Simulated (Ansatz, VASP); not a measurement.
# SiC: VASP beside Ansatz

The input INCAR:

```
  PREC = Accurate
  ENCUT = 520
  EDIFF = 1E-6
  ISMEAR = 0
  SIGMA = 0.01
  LREAL = F
  LASPH = T
  NELM = 60
  ALGO = Normal
  ISIF = 2
  LWAVE = F
  LCHARG = F
  GGA = PE
  NBANDS = 36
```

Contents of KPOINTS:

```
Automatic mesh
0
Gamma
  9 9 2
```

File POSCAR:

```
SiC
1.0
    3.0637368013      0.0000000000      0.0000000000
   -1.5318684007      2.6532739005      0.0000000000
    0.0000000000      0.0000000000     15.0331607634
Si C
6 6
Direct
    0.3333333333      0.6666666667      0.8329927008
    0.6666666667      0.3333333333      0.3329927008
    0.6666666667      0.3333333333      0.6665012400
    0.3333333333      0.6666666667      0.1665012400
    0.0000000000      0.0000000000      0.4997230253
    0.0000000000      0.0000000000      0.9997230253
    0.0000000000      0.0000000000      0.8743713554
    0.0000000000      0.0000000000      0.3743713554
    0.3333333333      0.6666666667      0.7079991940
    0.6666666667      0.3333333333      0.2079991940
    0.6666666667      0.3333333333      0.5415134846
    0.3333333333      0.6666666667      0.0415134846
```

Input for Ansatz:

```yaml
crystal:
  lattice:
    - [3.0637368013, 0.0, 0.0]
    - [-1.5318684007, 2.6532739005, 0.0]
    - [0.0, 0.0, 15.0331607634]
  atoms:
    - { symbol: Si, position: [0.3333333333, 0.6666666667, 0.8329927008] }
    - { symbol: Si, position: [0.6666666667, 0.3333333333, 0.3329927008] }
    - { symbol: Si, position: [0.6666666667, 0.3333333333, 0.66650124] }
    - { symbol: Si, position: [0.3333333333, 0.6666666667, 0.16650124] }
    - { symbol: Si, position: [0.0, 0.0, 0.4997230253] }
    - { symbol: Si, position: [0.0, 0.0, 0.9997230253] }
    - { symbol: C, position: [0.0, 0.0, 0.8743713554] }
    - { symbol: C, position: [0.0, 0.0, 0.3743713554] }
    - { symbol: C, position: [0.3333333333, 0.6666666667, 0.707999194] }
    - { symbol: C, position: [0.6666666667, 0.3333333333, 0.207999194] }
    - { symbol: C, position: [0.6666666667, 0.3333333333, 0.5415134846] }
    - { symbol: C, position: [0.3333333333, 0.6666666667, 0.0415134846] }
kpoints:
  mp_grid: { grid: [9, 9, 2] }
hamiltonian:
  xc: pbe
scf:
  occupations: { method: fixed }
  n_extra_bands: 7
output:
  forces: true
  stress: true
  eigenvalues: true
```

Alike in both runs: task single point; functional PBE; k mesh 9 × 9 × 2; no spin polarisation.

|  | VASP | Ansatz |
| --- | --- | --- |
| version | VASP 6.6.1 | Ansatz 0.2.0 |
| potentials or method | VASP PAW PBE potentials, release 64 (Si, C) | plane waves, PAW |
| plane-wave cutoff (eV) | 520 | 420 |
| occupations | gaussian, width 0.01 eV | fixed |
| valence electrons in the cell | 48 | 48 |

Ansatz gave:

| Property | Result |
| --- | --- |
| gap on the k mesh at the Fermi level (eV) | 2.11 |
| pressure (GPa) | 6.9 |

Which values does VASP return?

gap on the k mesh at the Fermi level (eV): 2.11; pressure (GPa): 6.8.
